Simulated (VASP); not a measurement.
**TiAl: single point with PBEsol**

The system is TiAl.

```xyz
2
Lattice="2.8850 0.0000 0.0000 -1.4425 2.4985 0.0000 0.0000 0.0000 4.6800" Properties=species:S:1:pos:R:3 pbc="T T T"
Ti    0.0000    0.0000    0.0000
Al    0.0000    1.6657    2.3400
```

```
Program                : VASP 6.6.1
Task                   : single point
Functional             : PBEsol
Potentials or basis    : VASP PAW PBE potentials, release 64 (Ti_sv, Al)
Cutoff                 : 520 eV
k mesh                 : 21 × 21 × 12
Occupations            : gaussian, width 0.15 eV
Spin                   : collinear spin
Starting moments       : [0.75, 0.0] μB
Fixed moment           : 0.75 μB
Dipole correction      : no
Further INCAR settings : ALGO = Normal; EDIFF = 1e-06; NBANDS = 18
```

| Item | Value |
| --- | --- |
| Pressure | -3.6 GPa |
| Net moment | 0.75 μB per cell |
| Site moments | Ti +0.46; Al +0.01 μB |
| Valence electrons inside the program's atomic spheres | Ti 10.24; Al 0.80 |

Stress tensor (GPa, compression positive):
```
-2.65  0.00  0.00
 0.00 -2.65  0.00
 0.00  0.00 -5.58
```

It took 4.1 min on 1 thread of AMD EPYC 9R45 96-Core Processor (Zen 5), with other jobs on the host, peak memory 0.38 GiB.

Caveat: the cell stands under tension; the PAW data sets were made with another functional, which shifts forces and pressure a little; the total moment is fixed, so each spin has its own Fermi level.
